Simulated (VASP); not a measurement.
# Ga3SbN2 (P6mm) in VASP: a series of runs, part 2 of 2

VASP 6.6.1. The steps go on from the part before.

**4. Single point, PBE**

This run uses another cell than the first one, of 36.64 Å³/atom.

File INCAR:

```
SYSTEM = Ga3SbN2
ALGO = Normal
EDIFF = 1E-6
ENCUT = 520
GGA = PE
ISIF = 2
ISMEAR = 0
LASPH = .True.
LCHARG = .False.
LREAL = .False.
LWAVE = .False.
NBANDS = 36
NELM = 100
PREC = Accurate
SIGMA = 0.1
```

File KPOINTS:

```
k-points
0
Gamma
  3 3 4
  0 0 0
```

File POSCAR:

```
Ga3SbN2
1.0
    6.0582720239      0.0000000000      0.0000000000
   -3.0291360119      5.2466174757      0.0000000000
    0.0000000000      0.0000000000      6.9156568739
Ga Sb N
3 1 2
Direct
    0.5000000000      0.0000000000      0.2419388814
    0.0000000000      0.5000000000      0.2419388814
    0.5000000000      0.5000000000      0.2419388814
    0.0000000000      0.0000000000      0.3724505104
    0.3333333333      0.6666666667      0.1613279277
    0.6666666667      0.3333333333      0.1613279277
```

Potentials or basis: VASP PAW PBE potentials, release 64 (Ga_d, Sb, N).

The run is started by

```sh
> cat potpaw_PBE.64/Ga_d/POTCAR potpaw_PBE.64/Sb/POTCAR potpaw_PBE.64/N/POTCAR > POTCAR
> mpirun -np 1 vasp_std > vasp.out
```

OUTCAR:

```text
SYSTEM = Ga3SbN2
   EDIFF = 1E-6
   ENCUT = 520
   GGA = PE
   ISIF = 2
   ISMEAR = 0
   LASPH = .True.
   LREAL = .False.
   NELM = 100
   PREC = Accurate

 ion  position               nearest neighbor table
   1  0.500  0.000  0.242-   5 1.84   6 1.84   4 3.16   4 3.16
   2  0.000  0.500  0.242-   5 1.84   6 1.84   4 3.16   4 3.16
   3  0.500  0.500  0.242-   5 1.84   6 1.84   4 3.16   4 3.16
   4  0.000  0.000  0.372-   2 3.16   2 3.16   3 3.16   3 3.16   1 3.16   1 3.16
   5  0.333  0.667  0.161-   1 1.84   2 1.84   3 1.84
   6  0.667  0.333  0.161-   1 1.84   2 1.84   3 1.84

  LATTYP: Found a hexagonal cell.
 ALAT       =     6.0582720239
 C/A-ratio  =     1.1415230030

  Lattice vectors:

 A1 = (   6.0582720239,   0.0000000000,   0.0000000000)
 A2 = (  -3.0291360119,   5.2466174757,   0.0000000000)
 A3 = (   0.0000000000,   0.0000000000,   6.9156568739)

Analysis of symmetry for initial positions (statically):
=====================================================================
 Subroutine PRICEL returns:
 Original cell was already a primitive cell.
[... 166 lines left out ...]
 cond. band min:       0.6840787349   @ k =   0.0000   0.0000   0.0000
 fundamental gap:      0.6082741455
 Fermi energy:         0.3942016874

 k-point     1 :       0.0000    0.0000    0.0000
  band No.  band energies     occupation
      1     -17.5925      2.00000
      2     -16.2426      2.00000
      3     -15.4280      2.00000
      4     -15.4280      2.00000
      5     -15.3357      2.00000
      6     -15.3236      2.00000
[... 340 lines left out ...]
     35       5.5325      0.00000
     36       6.0733      0.00000

------------------------ aborting loop because EDIFF is reached ----------------------------------------

  FORCE on cell =-STRESS in cart. coord.  units (eV):
  Direction    XX          YY          ZZ          XY          YZ          ZX
  --------------------------------------------------------------------------------------
  -------------------------------------------------------------------------------------
  Total        0.1732460      0.1732460     -0.0794986      0.0000000     -0.0000000      0.0000000
  in kB        1.2627349      1.2627349     -0.5794400      0.0000000     -0.0000000      0.0000000
  external PRESSURE =       0.6486766 kB  Pullay stress =       0.0000000 kB

 VOLUME and BASIS-vectors are now :
 -----------------------------------------------------------------------------
  energy-cutoff  :      520.00
  volume of cell :      219.82
      direct lattice vectors                 reciprocal lattice vectors
     6.058272024  0.000000000  0.000000000     0.165063569  0.095299496  0.000000000
    -3.029136012  5.246617476  0.000000000     0.000000000  0.190598992  0.000000000
     0.000000000  0.000000000  6.915656874     0.000000000  0.000000000  0.144599424

 POSITION                                       TOTAL-FORCE (eV/Angst)
 -----------------------------------------------------------------------------------
      3.02914      0.00000      1.67317        -0.000000     -0.000000     -0.009969
     -1.51457      2.62331      1.67317        -0.000000     -0.000000     -0.009969
      1.51457      2.62331      1.67317        -0.000000     -0.000000     -0.009969
      0.00000      0.00000      2.57574        -0.000000     -0.000000      0.005761
     -0.00000      3.49774      1.11569         0.000000     -0.000000      0.012073
      3.02914      1.74887      1.11569        -0.000000      0.000000      0.012073
 -----------------------------------------------------------------------------------
    total drift:                               -0.000001     -0.000001     -0.001076

  FREE ENERGIE OF THE ION-ELECTRON SYSTEM (eV)
  ---------------------------------------------------
  free  energy   TOTEN  =       -26.7707486174 eV

  energy  without entropy=      -26.7707478803  energy(sigma->0) =      -26.77074825
```

OSZICAR:

```text
N       E                     dE             d eps       ncg     rms          rms(c)
DAV:   1     0.475302897040E+03    0.47530E+03   -0.24789E+04   660   0.178E+03
DAV:   2     0.578211856015E+02   -0.41748E+03   -0.39932E+03   720   0.457E+02
DAV:   3    -0.256164508694E+02   -0.83438E+02   -0.82028E+02   832   0.166E+02
DAV:   4    -0.327537598950E+02   -0.71373E+01   -0.70890E+01   824   0.486E+01
DAV:   5    -0.329104546553E+02   -0.15669E+00   -0.15647E+00   872   0.764E+00    0.135E+01
DAV:   6    -0.268237137476E+02    0.60867E+01   -0.25903E+01  1172   0.499E+01    0.548E+00
DAV:   7    -0.268175185365E+02    0.61952E-02   -0.49917E+00   676   0.120E+01    0.339E+00
DAV:   8    -0.267859302253E+02    0.31588E-01   -0.67712E-01   976   0.450E+00    0.138E+00
DAV:   9    -0.267675031632E+02    0.18427E-01   -0.11143E-01   832   0.331E+00    0.364E-01
DAV:  10    -0.267688336448E+02   -0.13305E-02   -0.27232E-02   816   0.164E+00    0.177E-01
DAV:  11    -0.267707049034E+02   -0.18713E-02   -0.67849E-03   712   0.626E-01    0.140E-01
DAV:  12    -0.267707042083E+02    0.69506E-06   -0.14037E-03   812   0.214E-01    0.414E-02
DAV:  13    -0.267707545250E+02   -0.50317E-04   -0.35577E-04   772   0.129E-01    0.319E-02
DAV:  14    -0.267707465482E+02    0.79768E-05   -0.30692E-05   800   0.337E-02    0.132E-02
DAV:  15    -0.267707483748E+02   -0.18265E-05   -0.30884E-05   744   0.269E-02    0.437E-03
DAV:  16    -0.267707486174E+02   -0.24260E-06   -0.20658E-06   728   0.105E-02
   1 F= -.26770749E+02 E0= -.26770748E+02  d E =-.737083E-06
```

stdout:

```text
POSCAR found type information on POSCAR GaSbN
 POSCAR found :  3 types and       6 ions
 scaLAPACK will be used
 LDA part: xc-table for (Slater+PW92), standard interpolation
 POSCAR, INCAR and KPOINTS ok, starting setup
 FFT: planning ... GRIDC
 FFT: planning ... GRID_SOFT
 FFT: planning ... GRID
 WAVECAR not read
 entering main loop
```

It took 98 s on 1 thread of Intel Xeon Platinum 8488C (Sapphire Rapids), shared host; peak memory 0.38 GiB.

What came out:

```yaml
Free_energy: -26.7707 eV
Pressure: 0.1 GPa
Largest_force: 0.012 eV/Å
Band_gap_on_the_k_mesh: 0.61 eV (least direct gap 0.89 eV)
```

Forces on the atoms (eV/Å):
```
Ga   0.000  0.000 -0.010
Ga   0.000  0.000 -0.010
Ga   0.000  0.000 -0.010
Sb   0.000  0.000  0.006
N    0.000  0.000  0.012
N    0.000  0.000  0.012
```

Stress tensor (GPa, compression positive):
```
 0.13  0.00  0.00
 0.00  0.13  0.00
 0.00  0.00 -0.06
```

Caveat: spin-orbit coupling is left out, which moves the levels of the heavy elements; an odd mesh through Γ misses points on the zone boundary, where band edges can lie.

**5. Summary**

```tsv
cell	k mesh	gap on the mesh (eV)	pressure (GPa)	largest force (eV/Å)
a = 5.800, b = 5.800, c = 7.578 Å, angles 90.0, 90.0, 120.0°, 6 atoms, atomic positions A	3 × 3 × 2	none	-8.1	3.45
a = 6.058, b = 6.058, c = 6.916 Å, angles 90.0, 90.0, 120.0°, 6 atoms, atomic positions B	3 × 3 × 2	0.61	0.1	0.01
a = 6.058, b = 6.058, c = 6.916 Å, angles 90.0, 90.0, 120.0°, 6 atoms, atomic positions B	3 × 3 × 4	0.61	0.1	0.01
```

Alike in all rows: task single point; level PBE; potentials or basis VASP PAW PBE potentials, release 64 (Ga_d, Sb, N); no spin polarisation; cutoff (eV) 520; smearing gaussian 0.1 eV.

Caveats: some runs use coarse meshes; spin-orbit coupling is left out, which moves the levels of the heavy elements; an odd mesh through Γ misses points on the zone boundary, where band edges can lie (at least some runs); semilocal functionals underestimate gaps, so a narrow gap can read as zero (at least some runs); this functional lacks dispersion, which binds the layers, so the pressure and a relaxed spacing across them are unreliable (at least some runs); forces of over 1 eV/Å act on the atoms, so gaps and moduli don't describe the material at rest (at least some runs).

Absolute energies hang on the potentials; compare differences alone.
